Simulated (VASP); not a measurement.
# MgS (Fm-3m) in VASP: single point with PBEsol+D4

Aim: the single point of MgS with PBEsol+D4.

Everything below comes from runs of VASP 6.6.1. Logs are shortened: lines on timing, memory, paths and dates and some standing lists are left out, and cuts for length are marked.

## 1. The cell of the first run

The structure is cubic, space group Fm-3m (No. 225). Conventional cell: a = 5.203 Å, b = 5.203 Å, c = 5.203 Å, α = 90.00°, β = 90.00°, γ = 90.00°. Within 3.4 Å of Mg (site symmetry m-3m) lie 6 S at 2.60 Å. S (site symmetry m-3m) has 6 Mg at 2.60 Å within 3.4 Å.

## 2. Single point, PBEsol+D4

Contents of INCAR:

```
PREC = Accurate
ENCUT = 600
EDIFF = 1E-6
ISMEAR = -1
SIGMA = 0.05
LREAL = False
LASPH = True
NELM = 120
ALGO = Normal
ISIF = 2
LWAVE = False
LCHARG = False
GGA = PS
IVDW = 13
NBANDS = 46
GGA_COMPAT = False
```

Contents of KPOINTS:

```
Automatic mesh
0
Gamma
  2 2 2
```

Contents of POSCAR:

```
MgS
1.0
    0.0000000000      5.2033000000      5.2033000000
    5.2033000000      0.0000000000      5.2033000000
    5.2033000000      5.2033000000      0.0000000000
Mg S
8 8
Direct
    0.0000000000      0.0000000000      0.0000000000
    0.0000000000      0.0000000000      0.5000000000
    0.0000000000      0.5000000000      0.0000000000
    0.0000000000      0.5000000000      0.5000000000
    0.5000000000      0.0000000000      0.0000000000
    0.5000000000      0.0000000000      0.5000000000
    0.5000000000      0.5000000000      0.0000000000
    0.5000000000      0.5000000000      0.5000000000
    0.2500000000      0.2500000000      0.2500000000
    0.2500000000      0.2500000000      0.7500000000
    0.2500000000      0.7500000000      0.2500000000
    0.2500000000      0.7500000000      0.7500000000
    0.7500000000      0.2500000000      0.2500000000
    0.7500000000      0.2500000000      0.7500000000
    0.7500000000      0.7500000000      0.2500000000
    0.7500000000      0.7500000000      0.7500000000
```

Potentials or basis: VASP PAW PBE potentials, release 64 (Mg, S).

The run is started by

```sh
$ cat potpaw_PBE.64/Mg/POTCAR potpaw_PBE.64/S/POTCAR > POTCAR
$ mpirun -np 1 vasp_std > vasp.out
```

OUTCAR:

```text
PREC = Accurate
   ENCUT = 600
   EDIFF = 1E-6
   ISMEAR = -1
   LREAL = False
   LASPH = True
   NELM = 120
   ISIF = 2
   GGA = PS
   IVDW = 13

 ion  position               nearest neighbor table
   1  0.000  0.000  0.000-  10 2.60  11 2.60  12 2.60  13 2.60  14 2.60  15 2.60
   2  0.000  0.000  0.500-   9 2.60  11 2.60  12 2.60  13 2.60  14 2.60  16 2.60
   3  0.000  0.500  0.000-   9 2.60  10 2.60  12 2.60  13 2.60  15 2.60  16 2.60
   4  0.000  0.500  0.500-   9 2.60  10 2.60  11 2.60  14 2.60  15 2.60  16 2.60
   5  0.500  0.000  0.000-   9 2.60  10 2.60  11 2.60  14 2.60  15 2.60  16 2.60
   6  0.500  0.000  0.500-   9 2.60  10 2.60  12 2.60  13 2.60  15 2.60  16 2.60
[... 8 lines left out ...]
  15  0.750  0.750  0.250-   1 2.60   3 2.60   4 2.60   5 2.60   6 2.60   8 2.60
  16  0.750  0.750  0.750-   2 2.60   3 2.60   4 2.60   5 2.60   6 2.60   7 2.60

  LATTYP: Found a face centered cubic cell.
 ALAT       =    10.4066000000

  Lattice vectors:

 A1 = (   0.0000000000,   5.2033000000,   5.2033000000)
 A2 = (   5.2033000000,   0.0000000000,   5.2033000000)
 A3 = (   5.2033000000,   5.2033000000,   0.0000000000)

Analysis of symmetry for initial positions (statically):
=====================================================================
 Subroutine PRICEL returns following result:

  LATTYP: Found a face centered cubic cell.
 ALAT       =     5.2033000000

  Lattice vectors:

 A1 = (   0.0000000000,   2.6016500000,   2.6016500000)
 A2 = (   2.6016500000,   0.0000000000,   2.6016500000)
 A3 = (   2.6016500000,   2.6016500000,   0.0000000000)

   8 primitive cells build up your supercell.

 Routine SETGRP: Setting up the symmetry group for a
 face centered cubic supercell.

 Subroutine GETGRP returns: Found 48 space group operations
 (whereof 48 operations were pure point group operations)
 out of a pool of 48 trial point group operations.

The static configuration has the point symmetry O_h .

Analysis of symmetry for dynamics (positions and initial velocities):
=====================================================================
 Subroutine PRICEL returns following result:

  LATTYP: Found a face centered cubic cell.
 ALAT       =     5.2033000000

  Lattice vectors:

 A1 = (   0.0000000000,   2.6016500000,   2.6016500000)
 A2 = (   2.6016500000,   0.0000000000,   2.6016500000)
 A3 = (   2.6016500000,   2.6016500000,   0.0000000000)

   8 primitive cells build up your supercell.

 Routine SETGRP: Setting up the symmetry group for a
 face centered cubic supercell.

 Subroutine GETGRP returns: Found 48 space group operations
 (whereof 48 operations were pure point group operations)
 out of a pool of 48 trial point group operations.

The dynamic configuration has the point symmetry O_h .

 Subroutine INISYM returns: Found 48 space group operations
 (whereof 48 operations are pure point group operations),
 and found     8 'primitive' translations

----------------------------------------------------------------------------------------

                                     Primitive cell

  volume of cell :      35.2190

  direct lattice vectors                    reciprocal lattice vectors
     0.000000000  2.601650000  2.601650000    -0.192185728  0.192185728  0.192185728
     2.601650000  0.000000000  2.601650000     0.192185728 -0.192185728  0.192185728
     2.601650000  2.601650000  0.000000000     0.192185728  0.192185728 -0.192185728

  length of vectors
     3.679288715  3.679288715  3.679288715     0.332875446  0.332875446  0.332875446

  position of ions in fractional coordinates (direct lattice)
     0.000000000  0.000000000  0.000000000
     0.500000000  0.500000000  0.500000000

  ion indices of the primitive-cell ions
   primitive index   ion index
                 1           1
                 2           9

----------------------------------------------------------------------------------------

 KPOINTS: Automatic mesh

Automatic generation of k-mesh.
 Grid dimensions read from file:
 generate k-points for:    2    2    2

 Generating k-lattice:

  Cartesian coordinates                     Fractional coordinates (reciprocal lattice)
    -0.048046432  0.048046432  0.048046432     0.500000000  0.000000000  0.000000000
     0.048046432 -0.048046432  0.048046432     0.000000000  0.500000000  0.000000000
     0.048046432  0.048046432 -0.048046432     0.000000000  0.000000000  0.500000000

  Length of vectors
     0.083218861  0.083218861  0.083218861

  Shift w.r.t. Gamma in fractional coordinates (k-lattice)
     0.000000000  0.000000000  0.000000000

 Subroutine IBZKPT returns following result:
 ===========================================

 Found      3 irreducible k-points:

 Following reciprocal coordinates:
            Coordinates               Weight
  0.000000  0.000000  0.000000      1.000000
  0.500000  0.000000  0.000000      4.000000
  0.500000  0.500000  0.000000      3.000000
   k-points           NKPTS =      3   k-points in BZ     NKDIM =      3   number of bands    NBANDS=     46
   number of dos      NEDOS =    301   number of ions     NIONS =     16
   total plane-waves  NPLWV = 216000
   dimension x,y,z NGX =    60 NGY =   60 NGZ =   60
   dimension x,y,z NGXF=   120 NGYF=  120 NGZF=  120
   ions per type =               8   8
   NGX,Y,Z   is equivalent  to a cutoff of  13.56, 13.56, 13.56 a.u.
   NGXF,Y,Z  is equivalent  to a cutoff of  27.11, 27.11, 27.11 a.u.
 SYSTEM =  unknown system
   PREC   = accura    normal or accurate (medium, high low for compatibility)
   ISTART =      0    job   : 0-new  1-cont  2-samecut
   ICHARG =      2    charge: 1-file 2-atom 10-const
   ISPIN  =      1    spin polarized calculation?
   LNONCOLLINEAR =      F non collinear calculations
   LSORBIT =      F    spin-orbit coupling
   LASPH  =      T    aspherical Exc in radial PAW
   ENCUT  =  600.0 eV  44.10 Ry    6.64 a.u.  14.70 14.70 14.70*2*pi/ulx,y,z
   NELM   =    120;   NELMIN=  2; NELMDL= -5     # of ELM steps
   EDIFF  = 0.1E-05   stopping-criterion for ELM
   LREAL  =      F    real-space projection
[... 7 lines left out ...]
   TEBEG  =    0.0;   TEEND  =   0.0 temperature during run
   PSTRESS=    0.0 pullay stress
   NELECT =      64.0000    total number of electrons
   NUPDOWN=      -1.0000    fix difference up-down
   EMIN   =  10.00;   EMAX   =-10.00  energy-range for DOS
   EFERMI =   0.00;   METHOD = LEGACY
   ISMEAR =    -1;   SIGMA  =   0.05  broadening in eV -4-tet -1-fermi 0-gaus
   EFERMI_NEDOS =   21; number of points for ismear=-14 and -15
   IALGO  =     38    algorithm
   IMIX   =      4    mixing-type and parameters
     AMIX     =   0.40;   BMIX     =  1.00
     AMIX_MAG =   1.60;   BMIX_MAG =  1.00
  volume/ion in A,a.u.               =      17.61       118.83
  Fermi-wavevector in a.u.,A,eV,Ry     =   0.998878  1.887606 13.575323  0.997758
  Thomas-Fermi vector in A             =   2.131131
   LORBIT       =      0    0 simple, 1 ext, 2 COOP (PROOUT), +10 PAW based schemes
   GGA     = PS    functional components
   LHFCALC =     F    Hartree Fock is set to
   AEXX    =    0.0000 exact exchange contribution
   IVDW    =    13    specifies the selected vdW correction
   LEPSILON=     F    determine dielectric tensor
   LRPA    =     F    only Hartree local field effects (RPA)
 non-spin polarized calculation
  energy-cutoff  :      600.00
  volume of cell :      281.75
 maximum number of plane-waves:      9390
 NGX is ok and might be reduce to    60
   NGX = 29   NGY = 29   NGZ = 29

 number of electron      63.9999993 magnetization

 Free energy of the ion-electron system (eV)
  ---------------------------------------------------
  ext. energy  EPLUGINS =         0.00000000
  ---------------------------------------------------
  free energy    TOTEN  =       -72.17942242 eV

  energy without entropy =      -72.17942242  energy(sigma->0) =      -72.17942242

 E-fermi :   4.8886     XC(G=0):  -9.8294

 val. band max:        3.7054021961   @ k =   0.0000   0.0000   0.0000
 cond. band min:       6.3823274840   @ k =   0.0000   0.0000   0.0000
 fundamental gap:      2.6769252879
 Fermi energy:         4.8886216561

 k-point     1 :       0.0000    0.0000    0.0000
  band No.  band energies     occupation
      1      -8.9797      2.00000
      2      -7.6486      2.00000
      3      -7.6486      2.00000
      4      -7.6486      2.00000
      5      -7.6486      2.00000
      6      -7.2686      2.00000
[... 36 lines left out ...]
     43       8.0875      0.00000
     44      10.5072      0.00000

 k-point     2 :       0.5000    0.0000    0.0000
  band No.  band energies     occupation
      1      -8.4113      2.00000
      2      -8.4113      2.00000
      3      -7.4806      2.00000
      4      -7.4806      2.00000
      5      -7.4806      2.00000
      6      -7.4806      2.00000
[... 36 lines left out ...]
     43      10.3386      0.00000
     44      10.3386      0.00000

 k-point     3 :       0.5000    0.5000    0.0000
  band No.  band energies     occupation
      1      -8.2325      2.00000
      2      -8.2325      2.00000
      3      -7.7255      2.00000
      4      -7.7255      2.00000
      5      -7.7255      2.00000
      6      -7.7255      2.00000
[... 36 lines left out ...]
     43      11.2067      0.00000
     44      11.2068      0.00000
 [bands above 44 left out]

------------------------ aborting loop because EDIFF is reached ----------------------------------------

  DFT-D4 for vdW energy calculation

  Edisp (eV):   -2.63494

  FORCE on cell =-STRESS in cart. coord.  units (eV):
  Direction    XX          YY          ZZ          XY          YZ          ZX
  --------------------------------------------------------------------------------------
  -------------------------------------------------------------------------------------
  Total      -3.76622    -3.76622    -3.76622     0.00000     0.00000    -0.00000
  in kB     -21.41659   -21.41659   -21.41659     0.00000     0.00000    -0.00000
  external pressure =      -21.42 kB  Pullay stress =        0.00 kB

 VOLUME and BASIS-vectors are now :
 -----------------------------------------------------------------------------
  energy-cutoff  :      600.00
  volume of cell :      281.75
      direct lattice vectors                 reciprocal lattice vectors
     0.000000000  5.203300000  5.203300000    -0.096092864  0.096092864  0.096092864
     5.203300000  0.000000000  5.203300000     0.096092864 -0.096092864  0.096092864
     5.203300000  5.203300000  0.000000000     0.096092864  0.096092864 -0.096092864

 POSITION                                       TOTAL-FORCE (eV/Angst)
 -----------------------------------------------------------------------------------
      0.00000      0.00000      0.00000        -0.000000      0.000000      0.000000
      2.60165      2.60165      0.00000         0.000000     -0.000000      0.000000
      2.60165      0.00000      2.60165        -0.000000     -0.000000      0.000000
      5.20330      2.60165      2.60165         0.000000     -0.000000      0.000000
      0.00000      2.60165      2.60165        -0.000000     -0.000000      0.000000
      2.60165      5.20330      2.60165        -0.000000     -0.000000      0.000000
[... 8 lines left out ...]
      5.20330      5.20330      7.80495         0.000000     -0.000000     -0.000000
      7.80495      7.80495      7.80495         0.000000     -0.000000      0.000000
 -----------------------------------------------------------------------------------
    total drift:                               -0.000000     -0.000000     -0.000000

  FREE ENERGIE OF THE ION-ELECTRON SYSTEM (eV)
  ---------------------------------------------------
  free  energy   TOTEN  =       -74.8143609987 eV

  energy  without entropy=      -74.8143609987  energy(sigma->0) =      -74.81436100
```

It took 68 s on 1 thread of Intel Xeon Platinum 8259CL at 2.50GHz (Skylake/Cascade Lake), shared host; peak memory 0.49 GiB.

What came out:

```yaml
Free_energy: -74.8144 eV
Pressure: -2.1 GPa
Band_gap_on_the_k_mesh: 2.68 eV
Dispersion_energy_per_atom: -0.165 eV
```

Caveat: the k points lie up to 0.52 Å⁻¹ apart; the PAW data sets were made with another functional, which shifts forces and pressure a little. As with any semilocal functional, this PBEsol gap is likely too small.
